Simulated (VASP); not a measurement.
Input of a VASP 6.6.1 run:

INCAR

```
SYSTEM = Pt
PREC = Accurate
ENCUT = 520
EDIFF = 1E-6
ISMEAR = -1
SIGMA = 0.1
LREAL = .FALSE.
LASPH = .TRUE.
NELM = 60
ALGO = Normal
ISIF = 2
LWAVE = .FALSE.
LCHARG = .FALSE.
GGA = B5
ALDAX = 1.0
AGGAX = 1.0
AGGAC = 1.0
ALDAC = 0.0
NBANDS = 22
```

The input KPOINTS:

```
Automatic mesh
0
G
  9 9 13
  0 0 0
```

Contents of POSCAR:

```
Pt
1.0
    4.7516636509      0.0000000000      0.0000000000
   -2.3758318255      4.1150614319      0.0000000000
    0.0000000000      0.0000000000      2.8258133854
Pt
3
Direct
    1.0000000000      1.0000000000      0.0000000000
    0.3333333333      0.6666666667      0.5000000000
    0.6666666667      0.3333333333      0.5000000000
```

Potentials or basis: VASP PAW PBE potentials, release 64 (Pt).

Run with:

```console
$ cat potpaw_PBE.64/Pt/POTCAR > POTCAR
$ mpirun -np 1 vasp_std > vasp.out
```

What does it give for the pressure?

-10.9 GPa.

Predict the band gap on the k mesh.

zero (bands 15 and 16 overlap by 0.96 eV).

Stress tensor (GPa, compression positive):
```
-10.97   0.00   0.00
  0.00 -10.97   0.00
  0.00   0.00 -10.63
```

Caveat: the cell stands under tension; the PAW data sets were made with another functional, which shifts forces and pressure a little; spin-orbit coupling is left out, which moves the levels of the heavy elements.
